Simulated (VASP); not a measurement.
# Si (a cell with a defect) in VASP: single point with PBE+D3(BJ)

Aim: the single point of Si (a cell with a defect) with PBE+D3(BJ).

Program: VASP 6.6.1. These are calculated values, not measurements. Logs are shortened: lines on timing, memory, paths and dates and some standing lists are left out, and cuts for length are marked.

**1. The cell of the first run**

The cell holds a defect, 63 atoms: a = 10.860 Å, b = 10.860 Å, c = 10.860 Å, α = 90.00°, β = 90.00°, γ = 90.00°.

**2. Single point, PBE+D3(BJ), collinear spin**

The input, INCAR:

```
SYSTEM = Si
ALGO     = Normal         ! electronic algorithm
EDIFF    = 1E-7           ! SCF threshold, eV
ENCUT    = 520            ! plane-wave cutoff, eV
GGA      = PE             ! functional
ISIF     = 2              ! what is computed and relaxed
ISMEAR   = 0              ! smearing method
ISPIN    = 2              ! spin polarisation
IVDW     = 12             ! dispersion correction
LASPH    = .True.         ! aspherical terms in the spheres
LCHARG   = .False.        ! write CHGCAR
LORBIT   = 11             ! projections on sites
LREAL    = Auto         
LWAVE    = .False.        ! write WAVECAR
MAGMOM   = 0 0 0 0 0 0 0 0 0 0 0.16 0 0 0 0 0 0 0 0 0 0 0 0 0 0 0 0 0 0.16 0 0 0 0 0 0 0 0 0 0 0 0 0 0 0 0 0 0 0 0 0 0 0 0 0 0 0 0 0 0.16 0.16 0 0 0 ! initial moments
NBANDS   = 167            ! bands
NELECT   = 253.0        
NELM     = 150            ! most SCF steps
PREC     = Accurate       ! precision mode
SIGMA    = 0.05           ! smearing width, eV
```

The input, KPOINTS:

```
k-points
0
Gamma
  1 1 1
  0 0 0
```

The input, POSCAR:

```
Si
1.0
   10.8600000000      0.0000000000      0.0000000000
    0.0000000000     10.8600000000      0.0000000000
    0.0000000000      0.0000000000     10.8600000000
Si
63
Direct
    0.4998457643      0.0031462247      0.0025040516
    0.6259646409      0.1263783610      0.1271043278
    0.7520518416      0.2490875691      0.0011539595
    0.8778163904      0.3760627993      0.1240786372
    0.7492502762     -0.0003977901      0.2526284530
    0.8748331492      0.1251613260      0.3749697053
   -0.0010244015      0.0025325967      0.0008720074
    0.1257015654      0.1281264273      0.1241043278
    0.2519102210      0.2533627072     -0.0021380295
    0.3779210866      0.3817755064      0.1184331492
    0.5073013812      0.5115481584     -0.0114409761
    0.6277177716      0.6254766114      0.1276773481
    0.7528858195      0.7501706262      0.0026483425
    0.8761880295      0.8765826888      0.1269571823
    0.2488528545      0.0024813076      0.2508702578
    0.3748931860      0.1240448435      0.3761283610
    0.4998290976      0.2518598527      0.2483285451
    0.6261669429      0.3731388582      0.3736151934
    0.7521569982      0.4991768877      0.2509445672
    0.8732983425      0.6254026703      0.3764823204
    0.4970041436     -0.0056447514      0.5058585635
    0.6229794659      0.1223487109      0.6267797422
    0.7492388582      0.2474858195      0.5005538674
    0.8762311234      0.3731739411      0.6235479742
    0.7437874770     -0.0057748619      0.7527534070
    0.8735533149      0.1239478821      0.8748575506
    0.0029816759      0.5023413444     -0.0021139042
    0.1308462247      0.6283389503      0.1189304788
    0.2606862799      0.7572022099     -0.0108691529
    0.3751395028      0.8780264273      0.1275928177
    0.0001266114      0.2504596685      0.2496806630
    0.1257160221      0.3760573665      0.3719988029
    0.2518919890      0.5023436464      0.2468057090
    0.3750150092      0.6253496317      0.3744722836
    0.4999436464      0.7502815838      0.2501590239
    0.6229653775      0.8734250460      0.3778320442
   -0.0028118785     -0.0003868324      0.5005388582
    0.1227106814      0.1263473297      0.6238406998
    0.2486493554      0.2491000000      0.4977481584
    0.3751488950      0.3724207182      0.6219776243
    0.4998408840      0.4975244015      0.4968978821
    0.6136237569      0.6178827808      0.6361944751
    0.7434328729      0.7474282689      0.5063403315
    0.8719678637      0.8734186004      0.6267972376
    0.2473168508      0.0031034991      0.7499495396
    0.3750149171      0.1256756906      0.8747821363
    0.4999441989      0.2499915285      0.7498550645
    0.6278154696      0.3724118785      0.8746573665
    0.7529250460      0.4974766114      0.7499597606
    0.8753272560      0.6253465009      0.8747837937
    0.0011096685      0.7503446593      0.2486853591
    0.1228139963      0.8764988029      0.3736890424
   -0.0010850829      0.4992602210      0.4975998158
    0.1221611418      0.6254740331      0.6221233886
    0.2472127072      0.7501770718      0.4969733886
    0.3679818600      0.8644488029      0.6356448435
    0.0013558932      0.2517482505      0.7499143646
    0.1311811234      0.3816167587      0.8718698895
    0.2610628913      0.5113447514      0.7426041436
    0.4393106814      0.6876324125      0.8110681400
    0.6140402394      0.8643232965      0.8819716390
   -0.0003592081      0.7502816759      0.7498564457
    0.1222302026      0.8779856354      0.8746696133
```

Potentials or basis: VASP PAW PBE potentials, release 64 (Si).

Run with:

```sh
$ cat potpaw_PBE.64/Si/POTCAR > POTCAR
$ mpirun -np 1 vasp_gam > vasp.out
```

OUTCAR:

```text
SYSTEM = Si
   EDIFF = 1E-7
   ENCUT = 520
   GGA = PE
   ISIF = 2
   ISMEAR = 0
   ISPIN = 2
   IVDW = 12
   LASPH = .True.
   LORBIT = 11
   LREAL = Auto
   NELECT = 253.0
   NELM = 150
   PREC = Accurate
 IVDW          = 12

 ion  position               nearest neighbor table
   1  0.500  0.003  0.003-   2 2.34  61 2.35  30 2.35  46 2.35
   2  0.626  0.126  0.127-  17 2.34   1 2.34   3 2.35   5 2.36
   3  0.752  0.249  0.001-  26 2.34  48 2.35   2 2.35   4 2.36
   4  0.878  0.376  0.124-  31 2.34  19 2.36   3 2.36  27 2.37
   5  0.749  1.000  0.253-   6 2.34   2 2.36  14 2.36  36 2.37
   6  0.875  0.125  0.375-  37 2.34   5 2.34  23 2.34  31 2.36
[... 51 lines left out ...]
  58  0.131  0.382  0.872-  27 2.35   9 2.35  57 2.39  59 2.44
  59  0.261  0.511  0.743-  54 2.35  40 2.35  58 2.44  60 2.82
  60  0.439  0.688  0.811-  42 2.79  61 2.81  56 2.81  11 2.81  59 2.82  29 2.84
  61  0.614  0.864  0.882-   1 2.35  13 2.35  25 2.44  60 2.81
  62  1.000  0.750  0.750-  44 2.34  50 2.35  54 2.35  63 2.35
  63  0.122  0.878  0.875-   7 2.35  45 2.35  29 2.35  62 2.35

  LATTYP: Found a simple cubic cell.
 ALAT       =    10.8600000000

  Lattice vectors:

 A1 = (  10.8600000000,   0.0000000000,   0.0000000000)
 A2 = (   0.0000000000,  10.8600000000,   0.0000000000)
 A3 = (   0.0000000000,   0.0000000000,  10.8600000000)

Analysis of symmetry for initial positions (statically):
=====================================================================
 Subroutine PRICEL returns:
 Original cell was already a primitive cell.

 Routine SETGRP: Setting up the symmetry group for a
 simple cubic supercell.

 Subroutine GETGRP returns: Found  1 space group operations
 (whereof  1 operations were pure point group operations)
 out of a pool of 48 trial point group operations.

The static configuration has the point symmetry C_1 .

Analysis of symmetry for dynamics (positions and initial velocities):
=====================================================================
 Subroutine PRICEL returns:
 Original cell was already a primitive cell.

 Routine SETGRP: Setting up the symmetry group for a
 simple cubic supercell.

 Subroutine GETGRP returns: Found  1 space group operations
 (whereof  1 operations were pure point group operations)
 out of a pool of 48 trial point group operations.

The dynamic configuration has the point symmetry C_1 .

Analysis of structural, dynamic, and magnetic symmetry:
=====================================================================
 Subroutine PRICEL returns:
 Original cell was already a primitive cell.

 Routine SETGRP: Setting up the symmetry group for a
 simple cubic supercell.

 Subroutine GETGRP returns: Found  1 space group operations
 (whereof  1 operations were pure point group operations)
 out of a pool of 48 trial point group operations.

The overall configuration has the point symmetry C_1 .

 Subroutine INISYM returns: Found  1 space group operations
 (whereof  1 operations are pure point group operations),
 and found     1 'primitive' translations

----------------------------------------------------------------------------------------

                                     Primitive cell

  volume of cell :    1280.8241

  direct lattice vectors                    reciprocal lattice vectors
    10.860000000  0.000000000  0.000000000     0.092081031  0.000000000  0.000000000
     0.000000000 10.860000000  0.000000000     0.000000000  0.092081031  0.000000000
     0.000000000  0.000000000 10.860000000     0.000000000  0.000000000  0.092081031

  length of vectors
    10.860000000 10.860000000 10.860000000     0.092081031  0.092081031  0.092081031

[... 181 lines left out ...]
   NSW    =      0    number of steps for IOM
   IBRION =     -1    ionic relax: 0-MD 1-quasi-New 2-CG
   NFREE  =      0    steps in history (QN), initial steepest desc. (CG)
   ISIF   =      2    stress and relaxation
   ISYM   =      2    0-nonsym 1-usesym 2-fastsym
   POTIM  = 0.5000    time-step for ionic-motion
   TEBEG  =    0.0;   TEEND  =   0.0 temperature during run
   PSTRESS=    0.0 pullay stress
   NELECT =     253.0000    total number of electrons
   NUPDOWN=      -1.0000    fix difference up-down
   EMIN   =  10.00;   EMAX   =-10.00  energy-range for DOS
   EFERMI =   0.00;   METHOD = LEGACY
   ISMEAR =     0;   SIGMA  =   0.05  broadening in eV -4-tet -1-fermi 0-gaus
   EFERMI_NEDOS =   21; number of points for ismear=-14 and -15
   IALGO  =     38    algorithm
   IMIX   =      4    mixing-type and parameters
     AMIX     =   0.40;   BMIX     =  1.00
     AMIX_MAG =   1.60;   BMIX_MAG =  1.00
  volume/ion in A,a.u.               =      20.33       137.20
  Fermi-wavevector in a.u.,A,eV,Ry     =   0.953422  1.801706 12.367880  0.909014
  Thomas-Fermi vector in A             =   2.082076
   LORBIT       =     11    0 simple, 1 ext, 2 COOP (PROOUT), +10 PAW based schemes
   GGA     = PE    functional components
   LHFCALC =     F    Hartree Fock is set to
   AEXX    =    0.0000 exact exchange contribution
   IVDW    =    12    specifies the selected vdW correction
   LEPSILON=     F    determine dielectric tensor
   LRPA    =     F    only Hartree local field effects (RPA)
 spin polarized calculation
 Gauss-broadening in eV      SIGMA  =   0.05
  energy-cutoff  :      520.00
  volume of cell :     1280.82
 maximum number of plane-waves:     17229
 NGX is ok and might be reduce to    84
   NGX = 41   NGY = 41   NGZ = 41

 number of electron     252.9999995 magnetization       0.9630570

 Free energy of the ion-electron system (eV)
  ---------------------------------------------------
  ext. energy  EPLUGINS =         0.00000000
  ---------------------------------------------------
  free energy    TOTEN  =      -325.36146724 eV

  energy without entropy =     -325.33068942  energy(sigma->0) =     -325.34607833

 E-fermi :   6.2588     XC(G=0):  -9.3602

 val. band max:        6.2585420638   @ k =   0.0000   0.0000   0.0000
 cond. band min:       6.3539530734   @ k =   0.0000   0.0000   0.0000
 fundamental gap:      0.0954110096
 Fermi energy:         6.2588205360

 spin component 1

 k-point     1 :       0.0000    0.0000    0.0000
  band No.  band energies     occupation
      1      -6.2124      1.00000
      2      -5.1710      1.00000
      3      -5.1709      1.00000
      4      -5.1592      1.00000
      5      -5.1590      1.00000
      6      -5.0832      1.00000
[... 130 lines left out ...]
    137       6.8868      0.00000
    138       6.9128      0.00000
 Fermi energy:         6.2588205360

 spin component 2

 k-point     1 :       0.0000    0.0000    0.0000
  band No.  band energies     occupation
      1      -6.2008      1.00000
      2      -5.1596      1.00000
      3      -5.1595      1.00000
      4      -5.1454      1.00000
      5      -5.1453      1.00000
      6      -5.0768      1.00000
[... 130 lines left out ...]
    137       6.8978      0.00000
    138       6.9241      0.00000
 [bands above 138 left out]

------------------------ aborting loop because EDIFF is reached ----------------------------------------

 Edisp (eV)  -19.98287

 E6    (eV) :   -11.7007

 E8    (eV) :    -8.2822

  FORCE on cell =-STRESS in cart. coord.  units (eV):
  Direction    XX          YY          ZZ          XY          YZ          ZX
  --------------------------------------------------------------------------------------
  -------------------------------------------------------------------------------------
  Total       4.82601     4.81052     4.81419    -8.14247     8.14759     8.13022
  in kB       6.03683     6.01746     6.02204   -10.18537    10.19179    10.17006
  external pressure =        6.03 kB  Pullay stress =        0.00 kB

 VOLUME and BASIS-vectors are now :
 -----------------------------------------------------------------------------
  energy-cutoff  :      520.00
  volume of cell :     1280.82
      direct lattice vectors                 reciprocal lattice vectors
    10.860000000  0.000000000  0.000000000     0.092081031  0.000000000  0.000000000
     0.000000000 10.860000000  0.000000000     0.000000000  0.092081031  0.000000000
     0.000000000  0.000000000 10.860000000     0.000000000  0.000000000  0.092081031

 POSITION                                       TOTAL-FORCE (eV/Angst)
 -----------------------------------------------------------------------------------
      5.42833      0.03417      0.02719        -0.011024     -0.033735     -0.009353
      6.79798      1.37247      1.38035         0.021974     -0.006640     -0.018803
      8.16728      2.70509      0.01253        -0.019761      0.006248      0.020538
      9.53309      4.08404      1.34749        -0.005249      0.023679     -0.022400
      8.13686     10.85568      2.74354        -0.023503     -0.022380     -0.004805
      9.50069      1.35925      4.07217        -0.005152     -0.008312      0.007245
[... 55 lines left out ...]
     10.85610      8.14806      8.14344         0.012264      0.005793     -0.005955
      1.32742      9.53492      9.49891         0.033120     -0.010815     -0.010144
 -----------------------------------------------------------------------------------
    total drift:                               -0.016294      0.012768      0.000650

  FREE ENERGIE OF THE ION-ELECTRON SYSTEM (eV)
  ---------------------------------------------------
  free  energy   TOTEN  =      -345.3443397969 eV

  energy  without entropy=     -345.3135619775  energy(sigma->0) =     -345.32895089

 total charge

# of ion       s       p       d       tot
------------------------------------------
    1        0.742   0.962   0.000   1.704
    2        0.741   0.963   0.000   1.704
    3        0.742   0.963   0.000   1.704
    4        0.740   0.959   0.000   1.699
    5        0.740   0.959   0.000   1.699
    6        0.740   0.963   0.000   1.703
[... 55 lines left out ...]
   62        0.738   0.963   0.000   1.701
   63        0.742   0.962   0.000   1.704
--------------------------------------------------
tot         46.900  59.455   0.000 106.355

 magnetization (x)

# of ion       s       p       d       tot
------------------------------------------
    1        0.001   0.004   0.000   0.005
    2        0.000   0.005   0.000   0.006
    3        0.000   0.006   0.000   0.006
    4        0.000   0.002   0.000   0.002
    5        0.000   0.002   0.000   0.002
    6       -0.000   0.001   0.000   0.001
[... 55 lines left out ...]
   62       -0.000  -0.001   0.000  -0.001
   63        0.001   0.005   0.000   0.005
--------------------------------------------------
tot          0.053   0.326   0.000   0.378
```

Wall time 8.2 min (1 thread of Intel Xeon 6975P-C (Granite Rapids), shared host); peak memory 1.4 GiB.

Results:

```
Free energy                                           : -345.3443 eV
Largest force                                         : 0.280 eV/Å
Net moment                                            : 0.96 μB per cell
Site moments                                          : Si +0.01, +0.00, +0.03, +0.04, -0.00, -0.01 (each value once) μB
Valence electrons inside the program's atomic spheres : Si 1.70, 1.67, 1.64, 1.69, 1.71, 1.44 (each value once)
Dispersion energy per atom                            : -0.317 eV
```

Forces on the atoms (eV/Å):
```
Si  -0.011 -0.034 -0.009
Si   0.022 -0.007 -0.019
Si  -0.020  0.006  0.021
Si  -0.005  0.024 -0.022
Si  -0.024 -0.022 -0.005
Si  -0.005 -0.008  0.007
Si   0.007 -0.016  0.020
Si   0.023 -0.006 -0.023
Si  -0.004  0.016  0.004
Si  -0.003  0.017 -0.017
Si  -0.105  0.178 -0.182
Si  -0.010  0.011 -0.031
Si  -0.031 -0.010 -0.007
Si  -0.007  0.022 -0.020
Si  -0.019 -0.017 -0.006
Si   0.003 -0.005  0.004
Si  -0.008  0.004 -0.003
Si   0.024  0.019  0.007
Si  -0.019 -0.020 -0.007
Si  -0.003  0.003  0.004
Si  -0.001 -0.016  0.015
Si   0.005 -0.013 -0.005
Si  -0.023  0.005  0.023
Si  -0.007  0.020 -0.023
Si  -0.015 -0.017  0.002
Si  -0.003 -0.003 -0.003
Si   0.016 -0.003  0.003
Si   0.016  0.003 -0.015
Si   0.170 -0.112 -0.169
Si   0.010 -0.011 -0.033
Si   0.007  0.010 -0.008
Si   0.023  0.023  0.006
Si  -0.004 -0.004 -0.017
Si  -0.004 -0.006  0.017
Si   0.004  0.008 -0.013
Si   0.006  0.005  0.013
Si   0.004 -0.023  0.023
Si   0.020 -0.007 -0.022
Si  -0.020  0.006  0.018
Si   0.012  0.032  0.009
Si  -0.011  0.009  0.033
Si  -0.183  0.102  0.185
Si  -0.019 -0.002  0.020
Si  -0.012  0.005 -0.006
Si   0.009 -0.032  0.011
Si  -0.004 -0.016  0.005
Si   0.002  0.015 -0.011
Si  -0.009  0.031 -0.012
Si  -0.031  0.008  0.010
Si  -0.018 -0.008  0.006
Si   0.002 -0.009 -0.003
Si   0.021  0.021  0.008
Si   0.006 -0.021  0.018
Si   0.032  0.011  0.012
Si   0.008 -0.011  0.031
Si   0.108 -0.177  0.173
Si   0.002  0.004  0.008
Si   0.017  0.018  0.001
Si   0.179  0.174  0.107
Si   0.010  0.011 -0.010
Si  -0.175 -0.179 -0.106
Si   0.012  0.006 -0.006
Si   0.033 -0.011 -0.010
```

Levels at points of the mesh, in eV from the Fermi level:
Spin up:
| k point | band 123 | band 124 | band 125 | band 126 | band 127 | band 128 | band 129 | band 130 | band 131 | band 132 |
| --- | --- | --- | --- | --- | --- | --- | --- | --- | --- | --- |
| (0.00, 0.00, 0.00) | -1.02 | -1.02 | -0.76 | -0.08 | -0.08 | 0.10 | 0.12 | 0.12 | 0.21 | 0.25 |
Spin down:
```
           k point  band 123  band 124  band 125  band 126  band 127  band 128  band 129  band 130  band 131  band 132
(0.00, 0.00, 0.00)     -0.98     -0.98     -0.74      0.00      0.00      0.12      0.14      0.14      0.21      0.28
```

Caveat: the k points lie up to 0.58 Å⁻¹ apart; the cell carries a net charge on a neutralising background, which shifts energy and pressure; the cell is charged against a uniform background, so pressure and absolute levels hang on convention.
